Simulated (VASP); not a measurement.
## SiC: vibrations by perturbation theory with PBE

The system is SiC.

```
C Si
1.0
     2.63820    0.00000    0.00000
     0.00000    2.63820    0.00000
     0.00000    0.00000    2.63820
C Si
1 1
Direct
  0.00000 0.00000 0.00000
  0.50000 0.50000 0.50000
```

```json
{"Program": "VASP 6.6.1", "Task": "vibrations by perturbation theory", "Functional": "PBE", "Potentials or basis": "VASP PAW PBE potentials, release 64 (C, Si)", "Cutoff": "520 eV", "k mesh": "16 × 16 × 16", "Occupations": "fermi-dirac, width 0.15 eV", "Spin": "no spin polarisation", "Dipole correction": "no", "Further INCAR settings": "ALGO = Normal; EDIFF = 1e-08; IBRION = 8; NSW = 1"}
```

| Property | Result |
| --- | --- |
| Highest phonon frequency at Γ, LO-TO splitting left out | 0 cm⁻¹ |
| Most unstable mode | 347i cm⁻¹ |

Phonon frequencies in cm⁻¹ (negative: imaginary):
```
              q point           frequencies
(0.000, 0.000, 0.000)  -347 -347 -347 0 0 0
```

Wall time 120 s on 1 thread of Intel Xeon 8259CL, with other jobs on the host, peak memory 0.26 GiB.

Caveat: some modes are imaginary.
